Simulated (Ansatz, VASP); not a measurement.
**Sn2GeO3 in VASP and in Ansatz**

```xyz
6
Lattice="4.3314 0.0000 0.0000 -2.1657 3.7511 0.0000 0.0000 0.0000 6.9271" Properties=species:S:1:pos:R:3 pbc="T T T"
Sn    2.1657    1.2504    5.1574
Sn    0.0000    2.5008    1.7697
Ge    0.0000    0.0000    0.0000
O     0.0000    0.0000    3.4635
O     2.1657    1.2504    2.4476
O     0.0000    2.5008    4.4794
```

Change from the starting cell: species swapped into the Li3NdSb2 type (P-3m1, No. 164).

Alike in both runs: task relaxation of cell and atoms; functional PBE; k mesh 6 × 6 × 4; occupations gaussian, width 0.1 eV; no spin polarisation.

```csv
,VASP,Ansatz
version,VASP 6.6.1,Ansatz 0.2.0
potentials or method,"VASP PAW PBE potentials, release 64 (Sn_d, Ge_d, O), cutoff 600 eV","scalar-relativistic, plane waves, PAW"
valence electrons in the cell,60,60
```

Ansatz gave:

| Property | Result |
| --- | --- |
| gap on the k mesh at the Fermi level, each at its own relaxed structure (eV) | none |
| relaxed volume (Å³/atom) | 14.62 |
| relaxed cell length with the largest relative difference (Å) | 5.993 |

Which values does VASP return?

gap on the k mesh at the Fermi level, each at its own relaxed structure (eV): none; relaxed volume (Å³/atom): 14.53; relaxed cell length with the largest relative difference (Å): 5.873.

A gap of «none» marks a metal or a gap that the smearing closes.

Noted on VASP's run: the volume moved by over 15 % at a fixed basis, so the end points are rough.
